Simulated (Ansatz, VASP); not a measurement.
Two plane-wave programs on BaTiO3

```
Ba Ti O
1.0
     3.94990    0.00000    0.00000
     0.00000    2.82833    2.83874
     0.00000   -2.82833    2.83874
Ba Ti O
1 1 3
Direct
  0.00000 0.00707 0.00707
  0.50000 0.51984 0.51984
  0.00000 0.49142 0.49142
  0.50000 0.49373 0.98481
  0.50000 0.98481 0.49373
```

Alike in both runs: functional PBEsol; k mesh 8 × 8 × 8; occupations gaussian, width 0.05 eV; no spin polarisation.

Ansatz relaxed the structure, and its values are those at the end. VASP's run is a single point on that final structure, the one shown.

|  | VASP | Ansatz |
| --- | --- | --- |
| version | VASP 6.6.1 | Ansatz 0.2.0 |
| potentials or method | VASP PAW PBE potentials, release 64 (Ba_sv, Ti_sv, O), cutoff 520 eV | scalar-relativistic, plane waves, PAW |
| valence electrons in the cell | 40 | 40 |

|  | VASP | Ansatz | Ansatz less VASP |
| --- | --- | --- | --- |
| gap on the k mesh at the Fermi level (eV) | 2.09 | 2.14 | +0.058 |
| least direct gap on the mesh (eV) | 2.44 | 2.45 | +0.018 |
| pressure (GPa) | 1.9 | 0.0 | -1.95 |
| rms of the force components (eV/Å) | 0.024 | 0.000 | -0.0235 |

VASP's potentials were made for PBE, not for PBEsol.

Spin-orbit coupling is off throughout.
